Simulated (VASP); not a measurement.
# Li4NbO4 (Cm) in VASP: further runs

Li4NbO4 is run at these levels: PBEsol; tasks: single point.

All numbers are computed with VASP 6.6.1; they aren't measurements. Logs are shortened: lines on timing, memory, paths and dates and some standing lists are left out, and cuts for length are marked.

## Step 1: The cell of the first run

The structure is monoclinic, space group Cm (No. 8). The conventional cell has a = 10.782 Å, b = 3.260 Å, c = 7.624 Å, α = 90.00°, β = 135.00°, γ = 90.00°. Within 2.2 Å of Li (site symmetry m) lie 2 O at 1.65 Å. Li (site symmetry m) has 4 O at 1.92 to 2.04 Å and 2 Li at 2.51 Å within 2.6 Å. Within 2.6 Å of Li (site symmetry m) lie 4 O at 1.92 to 2.04 Å and 4 Li at 2.38 to 2.51 Å. Within 2.5 Å of Li (site symmetry m) lie 4 O at 1.92 to 2.04 Å. Nb (site symmetry m) has 4 O at 1.94 Å and 2 Li at 2.62 Å within 2.7 Å. Within 2.5 Å of O (site symmetry m) lie 4 Li at 1.92 to 2.04 Å and 1 Nb at 1.94 Å. Within 2.2 Å of O (site symmetry m) lie 4 Li at 1.65 to 2.04 Å and 1 Nb at 1.94 Å. Within 2.5 Å of O (site symmetry m) lie 3 Li at 1.92 to 1.94 Å and 1 Nb at 1.94 Å.

## Step 2: Single point, PBEsol (atom 1 (Li) moved by +0.608 Å along [1 0 0] and -0.810 Å along [0 1 0])

File INCAR:

```
PREC = Accurate
ENCUT = 520
EDIFF = 1E-6
ISMEAR = 0
SIGMA = 0.05
LREAL = F
LASPH = T
NELM = 80
ALGO = Normal
ISIF = 2
LWAVE = F
LCHARG = F
GGA = PS
NBANDS = 34
```

File KPOINTS:

```
regular mesh
0
Gamma
  10 10 10
```

File POSCAR:

```
Li4NbO4
1.0
   -3.8119495391      3.8119495391      1.6301049253
    3.8119495391     -3.8119495391      1.6301049253
    3.8119495391      3.8119495391     -1.6301049253
Li Nb O
4 1 4
Direct
    0.4403998329      0.2370116581      0.6774114910
    0.8426719780      0.3341549847      0.1768269627
    0.1573280220      0.6658450153      0.8231730373
    0.6658450153      0.8426719780      0.5085169933
    0.0000000000      0.0000000000      0.0000000000
    0.7589255465      0.0797104317      0.8386359782
    0.9202895683      0.7589255465      0.6792151148
    0.0797104317      0.2410744535      0.3207848852
    0.2410744535      0.9202895683      0.1613640218
```

Potentials or basis: VASP PAW PBE potentials, release 64 (Li_sv, Nb_sv, O).

The run is started by

```sh
$ cat potpaw_PBE.64/Li_sv/POTCAR potpaw_PBE.64/Nb_sv/POTCAR potpaw_PBE.64/O/POTCAR > POTCAR
$ mpirun -np 1 vasp_std > vasp.out
```

OUTCAR:

```text
PREC = Accurate
   ENCUT = 520
   EDIFF = 1E-6
   ISMEAR = 0
   LREAL = F
   LASPH = T
   NELM = 80
   ISIF = 2
   GGA = PS

 ion  position               nearest neighbor table
   1  0.440  0.237  0.677-   7 1.65   7 1.65   3 2.38   3 2.38   5 2.62   5 2.62
   2  0.843  0.334  0.177-   9 1.92   9 1.92   8 1.94   6 2.04   3 2.51   3 2.51   5 2.82
   3  0.157  0.666  0.823-   6 1.92   6 1.92   7 1.94   9 2.04   1 2.38   1 2.38   2 2.51   2 2.51
                             5 2.82
   4  0.666  0.843  0.509-   8 1.92   8 1.92   6 1.94   7 2.04   5 2.82
   5  0.000  0.000  0.000-   7 1.94   8 1.94   6 1.94   9 1.94   1 2.62   1 2.62   4 2.82   2 2.82
                             3 2.82
   6  0.759  0.080  0.839-   3 1.92   3 1.92   5 1.94   4 1.94   2 2.04
   7  0.920  0.759  0.679-   1 1.65   1 1.65   5 1.94   3 1.94   4 2.04
   8  0.080  0.241  0.321-   4 1.92   4 1.92   5 1.94   2 1.94
   9  0.241  0.920  0.161-   2 1.92   2 1.92   5 1.94   3 2.04

  LATTYP: Found a body centered tetragonal cell.
 ALAT       =     7.6238990782
 C/A-ratio  =     0.4276302476

  Lattice vectors:

 A1 = (  -3.8119495391,   3.8119495391,   1.6301049253)
 A2 = (   3.8119495391,  -3.8119495391,   1.6301049253)
 A3 = (   3.8119495391,   3.8119495391,  -1.6301049253)

Analysis of symmetry for initial positions (statically):
=====================================================================
 Subroutine PRICEL returns:
 Original cell was already a primitive cell.

 Routine SETGRP: Setting up the symmetry group for a
 body centered tetragonal supercell.

 Subroutine GETGRP returns: Found  2 space group operations
 (whereof  2 operations were pure point group operations)
 out of a pool of 16 trial point group operations.

The static configuration has the point symmetry C_1h.

Analysis of symmetry for dynamics (positions and initial velocities):
=====================================================================
 Subroutine PRICEL returns:
 Original cell was already a primitive cell.

 Routine SETGRP: Setting up the symmetry group for a
 body centered tetragonal supercell.

 Subroutine GETGRP returns: Found  2 space group operations
 (whereof  2 operations were pure point group operations)
 out of a pool of 16 trial point group operations.

The dynamic configuration has the point symmetry C_1h.

 Subroutine INISYM returns: Found  2 space group operations
 (whereof  2 operations are pure point group operations),
 and found     1 'primitive' translations

----------------------------------------------------------------------------------------

                                     Primitive cell

  volume of cell :      94.7480

  direct lattice vectors                    reciprocal lattice vectors
    -3.811949539  3.811949539  1.630104925     0.000000000  0.131166479  0.306728722
     3.811949539 -3.811949539  1.630104925     0.131166479  0.000000000  0.306728722
     3.811949539  3.811949539 -1.630104925     0.131166479  0.131166479  0.000000000

  length of vectors
     5.631976620  5.631976620  5.631976620     0.333597293  0.333597293  0.185497414

  position of ions in fractional coordinates (direct lattice)
     0.440399833  0.237011658  0.677411491
     0.842671978  0.334154985  0.176826963
     0.157328022  0.665845015  0.823173037
     0.665845015  0.842671978  0.508516993
     0.000000000  0.000000000  0.000000000
     0.758925547  0.079710432  0.838635978
     0.920289568  0.758925547  0.679215115
     0.079710432  0.241074453  0.320784885
     0.241074453  0.920289568  0.161364022

  ion indices of the primitive-cell ions
   primitive index   ion index
                 1           1
                 2           2
                 3           3
                 4           4
                 5           5
                 6           6
                 7           7
                 8           8
                 9           9

----------------------------------------------------------------------------------------

 KPOINTS: regular mesh

Automatic generation of k-mesh.
 Grid dimensions read from file:
 generate k-points for:   10   10   10

 Generating k-lattice:

  Cartesian coordinates                     Fractional coordinates (reciprocal lattice)
     0.000000000  0.013116648  0.030672872     0.100000000  0.000000000  0.000000000
     0.013116648  0.000000000  0.030672872     0.000000000  0.100000000  0.000000000
     0.013116648  0.013116648  0.000000000     0.000000000  0.000000000  0.100000000

  Length of vectors
     0.033359729  0.033359729  0.018549741

  Shift w.r.t. Gamma in fractional coordinates (k-lattice)
     0.000000000  0.000000000  0.000000000

 Subroutine IBZKPT returns following result:
 ===========================================

 Found    282 irreducible k-points:

 Following reciprocal coordinates:
            Coordinates               Weight
  0.000000  0.000000  0.000000      1.000000
  0.100000  0.000000 -0.000000      4.000000
  0.100000  0.000000 -0.100000      4.000000
  0.200000  0.000000 -0.000000      4.000000
  0.200000  0.000000 -0.200000      4.000000
  0.300000 -0.000000  0.000000      4.000000
[... 16 lines left out ...]
  0.500000  0.000000 -0.400000      4.000000
 -0.100000 -0.400000  0.000000      4.000000
 [... further k-points ...]
   k-points           NKPTS =    282   k-points in BZ     NKDIM =    282   number of bands    NBANDS=     34
   number of dos      NEDOS =    301   number of ions     NIONS =      9
   total plane-waves  NPLWV =  74088
   dimension x,y,z NGX =    42 NGY =   42 NGZ =   42
   dimension x,y,z NGXF=    84 NGYF=   84 NGZF=   84
   ions per type =               4   1   4
   NGX,Y,Z   is equivalent  to a cutoff of  12.40, 12.40, 12.40 a.u.
   NGXF,Y,Z  is equivalent  to a cutoff of  24.80, 24.80, 24.80 a.u.
 SYSTEM =  unknown system
   PREC   = accura    normal or accurate (medium, high low for compatibility)
   ISTART =      0    job   : 0-new  1-cont  2-samecut
   ICHARG =      2    charge: 1-file 2-atom 10-const
   ISPIN  =      1    spin polarized calculation?
   LNONCOLLINEAR =      F non collinear calculations
   LSORBIT =      F    spin-orbit coupling
   LASPH  =      T    aspherical Exc in radial PAW
   ENCUT  =  520.0 eV  38.22 Ry    6.18 a.u.  10.47 10.47 10.47*2*pi/ulx,y,z
   NELM   =     80;   NELMIN=  2; NELMDL= -5     # of ELM steps
   EDIFF  = 0.1E-05   stopping-criterion for ELM
   LREAL  =      F    real-space projection
   EDIFFG = 0.1E-04   stopping-criterion for IOM
   NSW    =      0    number of steps for IOM
   IBRION =     -1    ionic relax: 0-MD 1-quasi-New 2-CG
   NFREE  =      0    steps in history (QN), initial steepest desc. (CG)
   ISIF   =      2    stress and relaxation
   ISYM   =      2    0-nonsym 1-usesym 2-fastsym
   POTIM  = 0.5000    time-step for ionic-motion
   TEBEG  =    0.0;   TEEND  =   0.0 temperature during run
   PSTRESS=    0.0 pullay stress
   NELECT =      49.0000    total number of electrons
   NUPDOWN=      -1.0000    fix difference up-down
   EMIN   =  10.00;   EMAX   =-10.00  energy-range for DOS
   EFERMI =   0.00;   METHOD = LEGACY
   ISMEAR =     0;   SIGMA  =   0.05  broadening in eV -4-tet -1-fermi 0-gaus
   EFERMI_NEDOS =   21; number of points for ismear=-14 and -15
   IALGO  =     38    algorithm
   IMIX   =      4    mixing-type and parameters
     AMIX     =   0.40;   BMIX     =  1.00
     AMIX_MAG =   1.60;   BMIX_MAG =  1.00
  volume/ion in A,a.u.               =      10.53        71.04
  Fermi-wavevector in a.u.,A,eV,Ry     =   1.314065  2.483223 23.494096  1.726767
  Thomas-Fermi vector in A             =   2.444344
   LORBIT       =      0    0 simple, 1 ext, 2 COOP (PROOUT), +10 PAW based schemes
   GGA     = PS    functional components
   LHFCALC =     F    Hartree Fock is set to
   AEXX    =    0.0000 exact exchange contribution
   IVDW    =     0    specifies the selected vdW correction
   LEPSILON=     F    determine dielectric tensor
   LRPA    =     F    only Hartree local field effects (RPA)
 non-spin polarized calculation
 Gauss-broadening in eV      SIGMA  =   0.05
  energy-cutoff  :      520.00
  volume of cell :       94.75
 maximum number of plane-waves:      2570
 NGX is ok and might be reduce to    42
   NGX = 21   NGY = 21   NGZ = 21

 number of electron      49.0000000 magnetization

 Free energy of the ion-electron system (eV)
  ---------------------------------------------------
  ext. energy  EPLUGINS =         0.00000000
  ---------------------------------------------------
  free energy    TOTEN  =       -57.66779221 eV

  energy without entropy =      -57.66779221  energy(sigma->0) =      -57.66779221

 E-fermi :   3.1051     XC(G=0):  -9.9659

 val. band max:        2.7272143012   @ k =  -0.1000  -0.1000   0.1000
 cond. band min:       3.9103648748   @ k =  -0.3000  -0.4000   0.3000
 fundamental gap:      1.1831505736
 Fermi energy:         3.1050795097

 k-point     1 :       0.0000    0.0000    0.0000
  band No.  band energies     occupation
      1     -51.9342      2.00000
      2     -40.4396      2.00000
      3     -40.2335      2.00000
      4     -39.6745      2.00000
      5     -39.5855      2.00000
      6     -28.2889      2.00000
[... 26 lines left out ...]
     33      11.6540      0.00000
     34      13.4027      0.00000

 k-point     2 :       0.1000    0.0000   -0.0000
  band No.  band energies     occupation
      1     -51.9322      2.00000
      2     -40.4372      2.00000
      3     -40.2340      2.00000
      4     -39.6739      2.00000
      5     -39.5851      2.00000
      6     -28.2868      2.00000
[... 26 lines left out ...]
     33      11.6668      0.00000
     34      13.1536      0.00000

 k-point     3 :       0.1000    0.0000   -0.1000
  band No.  band energies     occupation
      1     -51.9322      2.00000
      2     -40.4372      2.00000
      3     -40.2340      2.00000
      4     -39.6739      2.00000
      5     -39.5851      2.00000
      6     -28.2868      2.00000
[... 26 lines left out ...]
     33      11.5936      0.00000
     34      13.1645      0.00000

 k-point     4 :       0.2000    0.0000   -0.0000
  band No.  band energies     occupation
      1     -51.9269      2.00000
      2     -40.4307      2.00000
      3     -40.2352      2.00000
      4     -39.6724      2.00000
      5     -39.5841      2.00000
      6     -28.2813      2.00000
[... 26 lines left out ...]
     33      11.8504      0.00000
     34      12.7751      0.00000

 k-point     5 :       0.2000    0.0000   -0.2000
  band No.  band energies     occupation
      1     -51.9269      2.00000
      2     -40.4308      2.00000
      3     -40.2352      2.00000
      4     -39.6724      2.00000
      5     -39.5841      2.00000
      6     -28.2813      2.00000
[... 621 lines left out ...]
 k-point    22 :       0.4000    0.1000   -0.0000
  band No.  band energies     occupation
      1     -51.9130      2.00000
      2     -40.4130      2.00000
      3     -40.2391      2.00000
      4     -39.6684      2.00000
      5     -39.5814      2.00000
      6     -28.2668      2.00000
[... 26 lines left out ...]
     33      12.1614      0.00000
     34      12.8724      0.00000

 k-point    23 :       0.5000    0.0000   -0.4000
  band No.  band energies     occupation
      1     -51.9130      2.00000
      2     -40.4130      2.00000
      3     -40.2391      2.00000
      4     -39.6684      2.00000
      5     -39.5814      2.00000
      6     -28.2668      2.00000
[... 26 lines left out ...]
     33      11.9186      0.00000
     34      12.8871      0.00000

 k-point    24 :      -0.1000   -0.4000    0.0000
  band No.  band energies     occupation
      1     -51.9130      2.00000
      2     -40.4130      2.00000
      3     -40.2391      2.00000
      4     -39.6684      2.00000
      5     -39.5814      2.00000
      6     -28.2668      2.00000
[... 26 lines left out ...]
     33      12.1029      0.00000
     34      12.9124      0.00000

 [... further k-points ...]

------------------------ aborting loop because EDIFF is reached ----------------------------------------

  FORCE on cell =-STRESS in cart. coord.  units (eV):
  Direction    XX          YY          ZZ          XY          YZ          ZX
  --------------------------------------------------------------------------------------
  -------------------------------------------------------------------------------------
  Total        2.0038225     -0.9804492      7.3877376      0.2280722      0.0000000      0.0000000
  in kB       33.8844159    -16.5792864    124.9258197      3.8566747      0.0000000      0.0000000
  external PRESSURE =      47.4103164 kB  Pullay stress =       0.0000000 kB

 VOLUME and BASIS-vectors are now :
 -----------------------------------------------------------------------------
  energy-cutoff  :      520.00
  volume of cell :       94.75
      direct lattice vectors                 reciprocal lattice vectors
    -3.811949539  3.811949539  1.630104925     0.000000000  0.131166479  0.306728722
     3.811949539 -3.811949539  1.630104925     0.131166479  0.000000000  0.306728722
     3.811949539  3.811949539 -1.630104925     0.131166479  0.131166479  0.000000000

 POSITION                                       TOTAL-FORCE (eV/Angst)
 -----------------------------------------------------------------------------------
      1.80695      3.35756      0.00000        -2.223014     -0.950322     -0.000000
     -1.26439      2.61250      1.63010         0.321671      0.141660      0.000000
      5.07634      1.19945      0.00000        -0.200460      0.609844      0.000000
      2.61250      1.26439      1.63010        -0.464332     -0.062251      0.000000
      0.00000      0.00000      0.00000         2.796170      2.447583      0.000000
      0.60770      5.78597      0.00000         0.117369     -0.721753     -0.000000
      1.97402      3.20425      1.63010         0.452417      0.160073      0.000000
      1.83793      0.60770      0.00000        -0.373249     -0.647516      0.000000
      3.20425     -1.97402      1.63010        -0.426573     -0.977319     -0.000000
 -----------------------------------------------------------------------------------
    total drift:                                0.000720      0.000753     -0.000003

  FREE ENERGIE OF THE ION-ELECTRON SYSTEM (eV)
  ---------------------------------------------------
  free  energy   TOTEN  =       -57.6677922136 eV

  energy  without entropy=      -57.6677922136  energy(sigma->0) =      -57.66779221
```

Run time: 31 min. Hardware: 1 thread of Oxide Virtual Turin-like, shared host; peak memory 0.77 GiB.

Results:

```
Free energy            : -57.6678 eV
Largest force          : 3.716 eV/Å
Band gap on the k mesh : zero (an odd number of electrons rules out a gap without spin polarisation)
```

Forces on the atoms (eV/Å):
```
Li  -2.223 -0.950  0.000
Li   0.322  0.142  0.000
Li  -0.200  0.610  0.000
Li  -0.464 -0.062  0.000
Nb   2.796  2.448  0.000
O    0.117 -0.722  0.000
O    0.452  0.160  0.000
O   -0.373 -0.648  0.000
O   -0.427 -0.977  0.000
```

Caveat: the cell differs from its parent crystal (atom 1 (Li) moved by +0.608 Å along [1 0 0] and -0.810 Å along [0 1 0]); the cutoff is under 1.25 times the usual one of these potentials, so pressure, stress and relaxed cells hold a basis-set (Pulay) error; the PAW data sets were made with another functional, which shifts forces and pressure a little; an odd number of electrons without spin polarisation forces a metal; a magnetic or distorted state may lie lower.

## Step 3: Single point, PBEsol (atom 1 (Li) moved by -0.405 Å along [1 0 0] and -0.405 Å along [0 1 0])

File INCAR:

```
SYSTEM = Li4NbO4
ALGO = Normal ; EDIFF = 1E-7
ENCUT = 520 ; GGA = PS
ISIF = 2 ; ISMEAR = 0
LASPH = .True. ; LCHARG = .False.
LREAL = .False. ; LWAVE = .False.
NBANDS = 34 ; NELM = 60
PREC = Accurate ; SIGMA = 0.05
```

File KPOINTS:

```
k-points
0
Gamma
  10 10 10
  0 0 0
```

POSCAR, as its differences from that of step 2:

```diff
@@ -8,3 +8,3 @@
 Direct
-    0.4403998329      0.2370116581      0.6774114910
+    0.3872774088      0.1042055979      0.4914830067
     0.8426719780      0.3341549847      0.1768269627
```

Potentials or basis: VASP PAW PBE potentials, release 64 (Li_sv, Nb_sv, O).

The run is started by

```sh
$ cat potpaw_PBE.64/Li_sv/POTCAR potpaw_PBE.64/Nb_sv/POTCAR potpaw_PBE.64/O/POTCAR > POTCAR
$ mpirun -np 1 vasp_std > vasp.out
```

Wall time 24 min (1 thread of Oxide Virtual Turin-like, shared host); peak memory 0.76 GiB.

Results (log left out):

- Free energy: -58.8712 eV
- Largest force: 1.480 eV/Å
- Band gap on the k mesh: zero (an odd number of electrons rules out a gap without spin polarisation)

Forces in eV/Å, atoms in the order of the input:
```
Li   1.449 -0.297  0.000
Li  -0.352 -0.114  0.000
Li   0.161  0.296  0.000
Li  -0.542  0.440  0.000
Nb   0.415  0.170  0.000
O    0.038 -0.453  0.000
O   -0.467  0.403  0.000
O   -0.069 -0.577  0.000
O   -0.633  0.134  0.000
```

Levels at points of the mesh, in eV from the Fermi level:
```
           k point  band 22  band 23  band 24  band 25  band 26  band 27  band 28  band 29
(0.00, 0.00, 0.00)    -1.99    -1.77    -1.74    -1.58     2.86     3.01     3.25     3.79
(0.50, 0.00, 0.00)    -2.17    -1.99    -1.85     1.75     1.97     3.44     4.29     5.01
(0.50, 0.00, 0.50)    -2.28    -2.01    -1.85     1.83     1.92     3.46     4.29     4.93
(0.50, 0.50, 0.00)    -1.97    -1.91    -1.91    -1.66     2.85     3.01     3.26     4.25
(0.00, 0.00, 0.50)    -2.15    -2.03    -1.90    -1.79     2.83     3.02     3.34     4.24
(0.50, 0.50, 0.50)    -2.09    -2.08    -2.03    -1.47     2.58     2.88     3.02     4.53
```

Caveat: the cell differs from its parent crystal (atom 1 (Li) moved by -0.405 Å along [1 0 0] and -0.405 Å along [0 1 0]); the cutoff is under 1.25 times the usual one of these potentials, so pressure, stress and relaxed cells hold a basis-set (Pulay) error; the PAW data sets were made with another functional, which shifts forces and pressure a little; an odd number of electrons without spin polarisation forces a metal; a magnetic or distorted state may lie lower.

The gap in the log of VASP goes by the Fermi energy; the results here count the filled bands.